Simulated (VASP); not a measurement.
Input of a VASP 6.6.1 run:

INCAR

```
PREC = Accurate
ENCUT = 520
EDIFF = 1E-7
ISMEAR = 0
SIGMA = 0.15
LREAL = F
LASPH = T
NELM = 60
ALGO = Fast
ISIF = 2
LWAVE = F
LCHARG = T
LELF = T
LVHAR = T
NBANDS = 28
```

KPOINTS

```
Automatic mesh
0
Gamma
  18 18 6
```

Contents of POSCAR:

```
Pt
1.0
    2.7082945870      0.0000000000      0.0000000000
   -1.3541472935      2.3454519133      0.0000000000
    0.0000000000      0.0000000000      9.3530207388
Pt
4
Direct
    0.6489515384      0.3555039008      0.3750000000
    0.6489515384      0.3555039008      0.8750000000
    0.3510484616      0.6444960992      0.1250000000
    0.3510484616      0.6444960992      0.6250000000
```

Potentials or basis: VASP PAW LDA potentials, release 64 (Pt).

Command:

```console
$ cat potpaw_LDA.64/Pt/POTCAR > POTCAR
$ mpirun -np 1 vasp_std > vasp.out
```

(1) Predict the largest force.

(2) Estimate the band gap on the k mesh.

(3) Estimate the pressure.

Answers

(1) 0.116 eV/Å.

(2) zero (bands 20 and 21 overlap by 1.45 eV).

(3) 1.4 GPa.

Caveat: the cell differs from its parent crystal (atoms displaced along a vibrational mode); spin-orbit coupling is left out, which moves the levels of the heavy elements.
